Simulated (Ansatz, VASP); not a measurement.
One calculation of CdS, two programs

File POSCAR:

```
CdS
1.0
    0.0000000000      2.7474986718      2.7474986718
    2.7474986718      0.0000000000      2.7474986718
    2.7474986718      2.7474986718      0.0000000000
Cd S
1 1
Direct
    0.0000000000      0.0000000000      0.0000000000
    0.5000000000      0.5000000000      0.5000000000
```

The input INCAR.step1:

```
ALGO = Normal ; EDIFF = 1E-4
ENCUT = 520 ; GGA = PE
ISMEAR = 0 ; LASPH = T
LCHARG = F ; LREAL = F
LWAVE = T ; NBANDS = 16
NELM = 80 ; PREC = Accurate
SIGMA = 0.01
```

Contents of INCAR.step2:

```
ALGO = Normal ; EDIFF = 1E-7
ENCUT = 520 ; ISIF = 2
ISMEAR = 0 ; ISTART = 1
LASPH = T ; LCHARG = F
LMIXTAU = T ; LREAL = F
LWAVE = F ; METAGGA = R2SCAN
NBANDS = 16 ; NELM = 80
PREC = Accurate ; SIGMA = 0.01
```

KPOINTS

```
k-points
0
Gamma
  12 12 12
```

Input for Ansatz:

```yaml
crystal:
  lattice:
    - [0.0, 2.7474986718, 2.7474986718]
    - [2.7474986718, 0.0, 2.7474986718]
    - [2.7474986718, 2.7474986718, 0.0]
  atoms:
    - { symbol: Cd, position: [0.0, 0.0, 0.0] }
    - { symbol: S, position: [0.5, 0.5, 0.5] }
basis:
  ecutwfc: 500
kpoints:
  mp_grid: { grid: [12, 12, 12] }
  band_path:
    path:
      - [[0.0, 0.0, 0.0], [0.5, 0.0, 0.5], [0.625, 0.25, 0.625]]
      - [[0.375, 0.375, 0.75], [0.0, 0.0, 0.0], [0.5, 0.5, 0.5], [0.5, 0.25, 0.75], [0.5, 0.0, 0.5]]
    npoints: 14
hamiltonian:
  xc: r2scan
scf:
  occupations: { method: gaussian, width: 0.01 }
  n_extra_bands: 6
output:
  forces: true
  stress: true
  eigenvalues: true
  populations: true
  dos: { projected: true, de: 0.02, nscf_kmesh: { grid: [15, 15, 15] } }
  bader: true
  write_density: true
  write_potential: true
  elf: true
  volumetric_format: npy
```

Alike in both runs: task single point; functional r2SCAN; k mesh 12 × 12 × 12; occupations gaussian, width 0.01 eV; no spin polarisation.

```csv
,VASP,Ansatz
version,VASP 6.6.1,Ansatz 0.2.0
potentials or method,"VASP PAW PBE potentials, release 64 (Cd, S), cutoff 520 eV","scalar-relativistic, plane waves, PAW"
valence electrons in the cell,18,26
```

|  | VASP | Ansatz | Ansatz less VASP |
| --- | --- | --- | --- |
| gap on the k mesh at the Fermi level (eV) | 0.73 | 0.75 | +0.022 |
| least direct gap on the mesh (eV) | 2.19 | 2.22 | +0.033 |
| pressure (GPa) | -1.4 | -1.8 | -0.43 |

VASP's potentials were made for PBE, not for r2SCAN. VASP's potentials hold 18 valence electrons a cell and Ansatz's 26, so a difference there can come from the potentials and not from the codes.
